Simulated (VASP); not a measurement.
# Co: single point with BLYP

Co:

```
Co
1.0
     2.43907    0.00000    0.00000
     0.00000    2.43907    0.00000
     0.00000    0.00000    2.43907
Co
1
Direct
  0.00000 0.00000 0.00000
```

This cell differs from its parent crystal: volume scaled by 1.08.

- Program: VASP 6.6.1
- Task: single point
- Functional: BLYP
- Potentials or basis: VASP PAW PBE potentials, release 64 (Co)
- Cutoff: 520 eV
- k mesh: 15 × 15 × 15
- Occupations: fermi-dirac, width 0.05 eV
- Spin: collinear spin, ferromagnetic start
- Starting moments: [1.89] μB
- Dipole correction: no
- Further INCAR settings: ALGO = Normal; EDIFF = 1e-06; NBANDS = 14

The pressure is -8.9 GPa, the net moment is 1.88 μB per cell and the site moments are Co +1.89 μB. The valence electrons inside the program's atomic spheres are Co 8.03.

Levels at points of the mesh, in eV from the Fermi level:
Spin up:
```
           k point  band 3  band 4  band 5  band 6  band 7  band 8  band 9  band 10
(0.00, 0.00, 0.00)   -3.88   -1.28   -1.28   -1.28   17.39   17.39   17.39    21.18
```
Spin down:
```csv
k point,band 1,band 2,band 3,band 4,band 5,band 6,band 7
"(0.00, 0.00, 0.00)",-7.26,-2.60,-2.60,1.00,1.00,1.00,17.74
```

It took 29 s on 1 thread of Intel(R) Xeon(R) Platinum 8559C (Emerald Rapids), on a shared host, peak memory 0.14 GiB.

Caveat: the PAW data sets were made with another functional, which shifts forces and pressure a little.
